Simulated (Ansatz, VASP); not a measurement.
## Two plane-wave programs on Mg

```xyz
1
Lattice="3.0480 0.0000 0.0000 0.0000 3.0480 0.0000 0.0000 0.0000 3.0480" Properties=species:S:1:pos:R:3 pbc="T T T"
Mg    0.0000    0.0000    0.0000
```

Alike in both runs: functional revPBE; k mesh 11 × 11 × 11; occupations fermi-dirac, width 0.1 eV; no spin polarisation.

Ansatz relaxed the structure, and its values are those at the end. VASP's run is a single point on that final structure, the one shown.

|  | VASP | Ansatz |
| --- | --- | --- |
| version | VASP 6.6.1 | Ansatz 0.2.0 |
| potentials or method | VASP PAW PBE potentials, release 64 (Mg), cutoff 520 eV | plane waves (420 eV) with PAW, scalar-relativistic |
| valence electrons in the cell | 2 | 10 |

|  | VASP | Ansatz | Ansatz less VASP |
| --- | --- | --- | --- |
| pressure (GPa) | -0.1 | 0.0 | +0.10 |

VASP's potentials were made for PBE, not for revPBE. VASP's potentials hold 2 valence electrons a cell and Ansatz's 10, so a difference there can come from the potentials and not from the codes.
